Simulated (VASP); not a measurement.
# K (Im-3m) in VASP: further runs

The runs below take K through single point, relaxation of cell and atoms, with PBE.

Program: VASP 6.6.1. These are calculated values, not measurements. Logs are shortened: lines on timing, memory, paths and dates and some standing lists are left out, and cuts for length are marked.

### Step 1. The cell of the first run

The structure is cubic, space group Im-3m (No. 229). Conventional cell: a = 4.767 Å, b = 4.767 Å, c = 4.767 Å, α = 90.00°, β = 90.00°, γ = 90.00°. Within 5.4 Å of K (site symmetry m-3m) lie 14 K at 4.13 to 4.77 Å.

### Step 2. Single point, PBE

Contents of INCAR:

```
PREC     = Accurate       # precision mode
ENCUT    = 520            # plane-wave cutoff, eV
EDIFF    = 1E-6           # SCF threshold, eV
ISMEAR   = 0              # smearing method
SIGMA    = 0.1            # smearing width, eV
LREAL    = F              # projectors in reciprocal space
LASPH    = T              # aspherical terms in the spheres
NELM     = 60             # most SCF steps
ALGO     = Fast           # electronic algorithm
ISIF     = 2              # what is computed and relaxed
LWAVE    = F              # write WAVECAR
LCHARG   = F              # write CHGCAR
GGA      = PE             # functional
NBANDS   = 10             # bands
```

Contents of KPOINTS:

```
regular mesh
0
Gamma
  12 12 12
```

Contents of POSCAR:

```
K
1.0
   -2.3833410813      2.3833410813      2.3833410813
    2.3833410813     -2.3833410813      2.3833410813
    2.3833410813      2.3833410813     -2.3833410813
K
1
Direct
    0.0000000000      0.0000000000      0.0000000000
```

Potentials or basis: VASP PAW PBE potentials, release 64 (K_sv).

The run is started by

```
> cat potpaw_PBE.64/K_sv/POTCAR > POTCAR
> mpirun -np 1 vasp_std > vasp.out
```

OUTCAR:

```text
PREC = Accurate
   ENCUT = 520
   EDIFF = 1E-6
   ISMEAR = 0
   LREAL = F
   LASPH = T
   NELM = 60
   ISIF = 2
   GGA = PE

 ion  position               nearest neighbor table
   1  0.000  0.000  0.000-

  LATTYP: Found a body centered cubic cell.
 ALAT       =     4.7666821626

  Lattice vectors:

 A1 = (  -2.3833410813,   2.3833410813,   2.3833410813)
 A2 = (   2.3833410813,  -2.3833410813,   2.3833410813)
 A3 = (   2.3833410813,   2.3833410813,  -2.3833410813)

Analysis of symmetry for initial positions (statically):
=====================================================================
 Subroutine PRICEL returns:
 Original cell was already a primitive cell.

 Routine SETGRP: Setting up the symmetry group for a
 body centered cubic supercell.

 Subroutine GETGRP returns: Found 48 space group operations
 (whereof 48 operations were pure point group operations)
 out of a pool of 48 trial point group operations.

The static configuration has the point symmetry O_h .

Analysis of symmetry for dynamics (positions and initial velocities):
=====================================================================
 Subroutine PRICEL returns:
 Original cell was already a primitive cell.

 Routine SETGRP: Setting up the symmetry group for a
 body centered cubic supercell.

 Subroutine GETGRP returns: Found 48 space group operations
 (whereof 48 operations were pure point group operations)
 out of a pool of 48 trial point group operations.

The dynamic configuration has the point symmetry O_h .

 Subroutine INISYM returns: Found 48 space group operations
 (whereof 48 operations are pure point group operations),
 and found     1 'primitive' translations

----------------------------------------------------------------------------------------

                                     Primitive cell

  volume of cell :      54.1525

  direct lattice vectors                    reciprocal lattice vectors
    -2.383341081  2.383341081  2.383341081     0.000000000  0.209789528  0.209789528
     2.383341081 -2.383341081  2.383341081     0.209789528  0.000000000  0.209789528
     2.383341081  2.383341081 -2.383341081     0.209789528  0.209789528  0.000000000

  length of vectors
     4.128067845  4.128067845  4.128067845     0.296687195  0.296687195  0.296687195

  position of ions in fractional coordinates (direct lattice)
     0.000000000  0.000000000  0.000000000

[... 79 lines left out ...]
   IBRION =     -1    ionic relax: 0-MD 1-quasi-New 2-CG
   NFREE  =      0    steps in history (QN), initial steepest desc. (CG)
   ISIF   =      2    stress and relaxation
   ISYM   =      2    0-nonsym 1-usesym 2-fastsym
   POTIM  = 0.5000    time-step for ionic-motion
   TEBEG  =    0.0;   TEEND  =   0.0 temperature during run
   PSTRESS=    0.0 pullay stress
   NELECT =       9.0000    total number of electrons
   NUPDOWN=      -1.0000    fix difference up-down
   EMIN   =  10.00;   EMAX   =-10.00  energy-range for DOS
   EFERMI =   0.00;   METHOD = LEGACY
   ISMEAR =     0;   SIGMA  =   0.10  broadening in eV -4-tet -1-fermi 0-gaus
   EFERMI_NEDOS =   21; number of points for ismear=-14 and -15
   IALGO  =     68    algorithm
   IMIX   =      4    mixing-type and parameters
     AMIX     =   0.40;   BMIX     =  1.00
     AMIX_MAG =   1.60;   BMIX_MAG =  1.00
  volume/ion in A,a.u.               =      54.15       365.44
  Fermi-wavevector in a.u.,A,eV,Ry     =   0.900084  1.700911 11.022764  0.810150
  Thomas-Fermi vector in A             =   2.022997
   LORBIT       =      0    0 simple, 1 ext, 2 COOP (PROOUT), +10 PAW based schemes
   GGA     = PE    functional components
   LHFCALC =     F    Hartree Fock is set to
   AEXX    =    0.0000 exact exchange contribution
   IVDW    =     0    specifies the selected vdW correction
   LEPSILON=     F    determine dielectric tensor
   LRPA    =     F    only Hartree local field effects (RPA)
 non-spin polarized calculation
 RMM-DIIS sequential band-by-band and
 Gauss-broadening in eV      SIGMA  =   0.10
  energy-cutoff  :      520.00
  volume of cell :       54.15
 maximum number of plane-waves:      1484
   NGX = 15   NGY = 15   NGZ = 15

 number of electron       9.0000000 magnetization

 Free energy of the ion-electron system (eV)
  ---------------------------------------------------
  ext. energy  EPLUGINS =         0.00000000
  ---------------------------------------------------
  free energy    TOTEN  =        -0.95296855 eV

  energy without entropy =       -0.94843605  energy(sigma->0) =       -0.95070230

 E-fermi :   0.6759     XC(G=0):  -6.4494

 val. band max:        0.6637832571   @ k =   0.2500   0.2500   0.0000
 cond. band min:       0.7283691449   @ k =   0.3333   0.1667  -0.0000
 fundamental gap:      0.0645858878
 Fermi energy:         0.6759396315

 k-point     1 :       0.0000    0.0000    0.0000
  band No.  band energies     occupation
      1     -31.3377      2.00000
      2     -14.7443      2.00000
      3     -14.7443      2.00000
      4     -14.7443      2.00000
      5      -1.9384      2.00000
      6       5.2306      0.00000
      7       5.2306      0.00000
      8       5.2306      0.00000
      9       6.3568      0.00000
     10       6.3568      0.00000
[... 287 lines left out ...]
 k-point    24 :       0.4167    0.0833    0.0833
  band No.  band energies     occupation
      1     -31.3205      2.00000
      2     -14.9219      2.00000
      3     -14.8130      2.00000
      4     -14.7574      2.00000
      5       1.2835      0.00000
      6       1.6562      0.00000
      7       3.5151      0.00000
      8       6.1971      0.00000
      9       7.0119      0.00000
     10       7.4479      0.00000

 [... further k-points ...]

------------------------ aborting loop because EDIFF is reached ----------------------------------------

  FORCE on cell =-STRESS in cart. coord.  units (eV):
  Direction    XX          YY          ZZ          XY          YZ          ZX
  --------------------------------------------------------------------------------------
  -------------------------------------------------------------------------------------
  Total        0.6667709      0.6667709      0.6667709     -0.0000000      0.0000000     -0.0000000
  in kB       19.7273452     19.7273452     19.7273452     -0.0000000      0.0000000     -0.0000000
  external PRESSURE =      19.7273452 kB  Pullay stress =       0.0000000 kB

 VOLUME and BASIS-vectors are now :
 -----------------------------------------------------------------------------
  energy-cutoff  :      520.00
  volume of cell :       54.15
      direct lattice vectors                 reciprocal lattice vectors
    -2.383341081  2.383341081  2.383341081     0.000000000  0.209789528  0.209789528
     2.383341081 -2.383341081  2.383341081     0.209789528  0.000000000  0.209789528
     2.383341081  2.383341081 -2.383341081     0.209789528  0.209789528  0.000000000

 POSITION                                       TOTAL-FORCE (eV/Angst)
 -----------------------------------------------------------------------------------
      0.00000      0.00000      0.00000         0.000000      0.000000      0.000000
 -----------------------------------------------------------------------------------
    total drift:                                0.000000      0.000000     -0.000000

  FREE ENERGIE OF THE ION-ELECTRON SYSTEM (eV)
  ---------------------------------------------------
  free  energy   TOTEN  =        -0.9529685545 eV

  energy  without entropy=       -0.9484360485  energy(sigma->0) =       -0.95070230
```

OSZICAR:

```text
N       E                     dE             d eps       ncg     rms          rms(c)
DAV:   1     0.483171237785E+02    0.48317E+02   -0.38301E+03  1440   0.729E+02
DAV:   2     0.578874157309E+00   -0.47738E+02   -0.46973E+02  1548   0.200E+02
DAV:   3    -0.911409064867E+00   -0.14903E+01   -0.14817E+01  2246   0.286E+01
DAV:   4    -0.952551332153E+00   -0.41142E-01   -0.41121E-01  1810   0.395E+00
DAV:   5    -0.953760354303E+00   -0.12090E-02   -0.12088E-02  2302   0.487E-01    0.300E+00
RMM:   6    -0.952649739981E+00    0.11106E-02   -0.22729E-03  1755   0.363E-01    0.192E+00
RMM:   7    -0.952915236271E+00   -0.26550E-03   -0.49005E-03  1924   0.465E-01    0.101E-01
RMM:   8    -0.952936916832E+00   -0.21681E-04   -0.90953E-04  2108   0.289E-01    0.316E-02
RMM:   9    -0.952963743977E+00   -0.26827E-04   -0.10869E-04  2298   0.672E-02    0.180E-02
RMM:  10    -0.952966919048E+00   -0.31751E-05   -0.27414E-05  2382   0.352E-02    0.505E-03
RMM:  11    -0.952968064124E+00   -0.11451E-05   -0.61358E-06  2109   0.164E-02    0.218E-03
RMM:  12    -0.952968554475E+00   -0.49035E-06   -0.25059E-06  1769   0.939E-03
   1 F= -.95296855E+00 E0= -.95070230E+00  d E =-.453251E-02
```

stdout:

```text
POSCAR found type information on POSCAR K
 POSCAR found :  1 types and       1 ions
 scaLAPACK will be used
 LDA part: xc-table for (Slater+PW92), standard interpolation
 POSCAR, INCAR and KPOINTS ok, starting setup
 FFT: planning ... GRIDC
 FFT: planning ... GRID_SOFT
 FFT: planning ... GRID
 WAVECAR not read
 entering main loop
```

Run time: 31 s. Hardware: 1 thread of Intel Xeon Platinum 8259CL at 2.50GHz (Skylake/Cascade Lake), shared host; peak memory 0.19 GiB.

Results:

| Property | Result |
| --- | --- |
| Free energy | -0.9530 eV |
| Pressure | 2.0 GPa |
| Band gap on the k mesh | zero (an odd number of electrons rules out a gap without spin polarisation) |

Levels at points of the mesh, in eV from the Fermi level:
| k point | band 1 | band 2 | band 3 | band 4 | band 5 | band 6 | band 7 | band 8 |
| --- | --- | --- | --- | --- | --- | --- | --- | --- |
| (0.00, 0.00, 0.00) | -32.01 | -15.42 | -15.42 | -15.42 | -2.61 | 4.55 | 4.55 | 4.55 |
| (0.50, 0.00, 0.00) | -32.00 | -15.61 | -15.48 | -15.42 | 0.39 | 0.91 | 3.21 | 5.51 |
| (0.50, 0.50, 0.50) | -31.98 | -15.55 | -15.55 | -15.55 | 1.43 | 1.43 | 4.43 | 4.43 |

### Step 3. Relaxation of cell and atoms, PBE, target pressure 20 GPa, at which the enthalpy is minimised

This run uses another cell than the first one, of 32.87 Å³/atom.

Contents of INCAR:

```
SYSTEM = K
PREC     = Accurate       ! precision mode
ENCUT    = 600            ! plane-wave cutoff, eV
EDIFF    = 1E-6           ! SCF threshold, eV
ISMEAR   = 0              ! smearing method
SIGMA    = 0.1            ! smearing width, eV
LREAL    = .False.        ! projectors in reciprocal space
LASPH    = .True.         ! aspherical terms in the spheres
NELM     = 80             ! most SCF steps
ALGO     = Normal         ! electronic algorithm
ISIF     = 3              ! what is computed and relaxed
LWAVE    = .False.        ! write WAVECAR
LCHARG   = .False.        ! write CHGCAR
GGA      = PE             ! functional
IBRION   = 2              ! ionic algorithm
NSW      = 70             ! ionic steps
EDIFFG   = -0.008         ! ionic threshold
PSTRESS  = 200.0
```

Contents of KPOINTS:

```
Automatic mesh
0
Gamma
  14 14 14
  0 0 0
```

Contents of POSCAR:

```
K
1.0
   -2.0180487385      2.0180487385      2.0180487385
    2.0180487385     -2.0180487385      2.0180487385
    2.0180487385      2.0180487385     -2.0180487385
K
1
Direct
    0.0000000000      0.0000000000      0.0000000000
```

Potentials or basis: VASP PAW PBE potentials, release 64 (K_sv).

The run is started by

```
> cat potpaw_PBE.64/K_sv/POTCAR > POTCAR
> mpirun -np 1 vasp_std > vasp.out
```

OUTCAR:

```text
SYSTEM = K
   PREC = Accurate
   ENCUT = 600
   EDIFF = 1E-6
   ISMEAR = 0
   LREAL = .False.
   LASPH = .True.
   NELM = 80
   ISIF = 3
   GGA = PE
   IBRION = 2
   NSW = 70
   EDIFFG = -0.008
   PSTRESS = 200.0

 ion  position               nearest neighbor table
   1  0.000  0.000  0.000-

  LATTYP: Found a body centered cubic cell.
 ALAT       =     4.0360974770

  Lattice vectors:

 A1 = (  -2.0180487385,   2.0180487385,   2.0180487385)
 A2 = (   2.0180487385,  -2.0180487385,   2.0180487385)
 A3 = (   2.0180487385,   2.0180487385,  -2.0180487385)

Analysis of symmetry for initial positions (statically):
[... 367 lines left out ...]
  energy without entropy =        0.34931334  energy(sigma->0) =        0.34659499

 E-fermi :   3.6438     XC(G=0):  -8.7100

 val. band max:        3.6412097174   @ k =  -0.4286   0.4286   0.1429
 cond. band min:       3.6498312145   @ k =  -0.3571   0.3571   0.2143
 fundamental gap:      0.0086214971
 Fermi energy:         3.6438427287

 k-point     1 :       0.0000    0.0000    0.0000
  band No.  band energies     occupation
      1     -28.9892      2.00000
      2     -11.8314      2.00000
      3     -11.8314      2.00000
      4     -11.8314      2.00000
      5       0.1088      2.00000
      6       8.2120      0.00000
      7       8.2120      0.00000
      8       8.2120      0.00000
[... 243 lines left out ...]
 k-point    24 :       0.3571    0.2857    0.0000
  band No.  band energies     occupation
      1     -28.7222      2.00000
      2     -12.8104      2.00000
      3     -12.6076      2.00000
      4     -11.9860      2.00000
      5       4.7992      0.00000
      6       5.3684      0.00000
      7       5.4794      0.00000
      8      10.4509      0.00000

 [... further k-points ...]

------------------------ aborting loop because EDIFF is reached ----------------------------------------

  FORCE on cell =-STRESS in cart. coord.  units (eV):
  Direction    XX          YY          ZZ          XY          YZ          ZX
  --------------------------------------------------------------------------------------
  -------------------------------------------------------------------------------------
  Total        3.4437433      3.4437433      3.4437433      0.0000000      0.0000000     -0.0000000
  in kB      199.7855969    199.7855969    199.7855969      0.0000000      0.0000000     -0.0000000
  external PRESSURE =      -0.2144031 kB  Pullay stress =     200.0000000 kB
[... 20 lines left out ...]
  energy  without entropy=        0.3493133373  energy(sigma->0) =        0.34659499

  enthalpy is  TOTEN    =         3.7913156999 eV   P V=        3.4474390550

 reached required accuracy - stopping structural energy minimisation
```

It took 2.4 min on 1 thread of Intel Xeon Platinum 8259CL at 2.50GHz (Skylake/Cascade Lake), shared host; peak memory 0.18 GiB.

What came out:

```yaml
Free_energy: 0.3439 eV
Relaxed_volume: 27.62 Å³/atom
Relaxed_cell: a = 3.298 Å, b = 3.298 Å, c = 3.298 Å, α = 109.47°, β = 109.47°, γ = 109.47°
Space_group_after_relaxing_to_0.1_Å: Im-3m (No. 229)
Energy_change_on_relaxing_the_run_minimises_the_enthalpy: +525.8 meV/atom
Ionic_steps: 18
Pressure_after_relaxing: 20.0 GPa
Band_gap_on_the_k_mesh: zero (an odd number of electrons rules out a gap without spin polarisation)
```

Step by step:
| step | energy change (eV) | largest force (eV/Å) | pressure (GPa) | volume (Å³) |
| --- | --- | --- | --- | --- |
| 1 | 0.0000 | 0.0000 | 12.63 | 32.87 |
| 2 | 0.7147 | 0.0000 | 22.50 | 26.19 |
| 3 | 0.5349 | 0.0000 | 20.10 | 27.54 |
| 4 | 0.5224 | 0.0000 | 19.93 | 27.64 |
| 5 | 0.5224 | 0.0000 | 19.93 | 27.64 |
| 6 | 0.5225 | 0.0000 | 19.92 | 27.64 |
| 7 | 0.5225 | 0.0000 | 19.93 | 27.64 |
| 8 | 0.5225 | 0.0000 | 19.93 | 27.64 |
| 9 | 0.5225 | 0.0000 | 19.93 | 27.64 |
| 10 | 0.5226 | 0.0000 | 19.93 | 27.64 |
| 11 | 0.5226 | 0.0000 | 19.93 | 27.64 |
| 12 | 0.5226 | 0.0000 | 19.93 | 27.64 |
| 13 | 0.5226 | 0.0000 | 19.93 | 27.64 |
| 14 | 0.5227 | 0.0000 | 19.93 | 27.64 |
| 15 | 0.5229 | 0.0000 | 19.92 | 27.64 |
| 16 | 0.5233 | 0.0000 | 19.90 | 27.64 |
| 17 | 0.5241 | 0.0000 | 19.95 | 27.63 |
| 18 | 0.5258 | 0.0000 | 19.98 | 27.62 |

Final structure:
```
K
1.0
    -1.90417    1.90417    1.90417
     1.90417   -1.90417    1.90417
     1.90417    1.90417   -1.90417
K
1
Direct
  0.00000 0.00000 0.00000
```

Levels at points of the mesh, in eV from the Fermi level:
| k point | band 2 | band 3 | band 4 | band 5 | band 6 | band 7 | band 8 |
| --- | --- | --- | --- | --- | --- | --- | --- |
| (0.00, 0.00, 0.00) | -15.48 | -15.48 | -15.48 | -3.54 | 4.57 | 4.57 | 4.57 |
| (0.50, 0.00, 0.00) | -16.76 | -15.83 | -15.50 | -0.38 | 2.42 | 2.52 | 6.69 |
| (0.50, 0.50, 0.50) | -16.28 | -16.28 | -16.28 | -0.07 | -0.07 | 7.84 | 7.84 |

Caveat: the cell is relaxed towards a set pressure, so the run minimises the enthalpy, not the energy; the volume moved by over 15 % at a fixed basis, so the end points are rough.

(Part 1 of 2 ends here.)
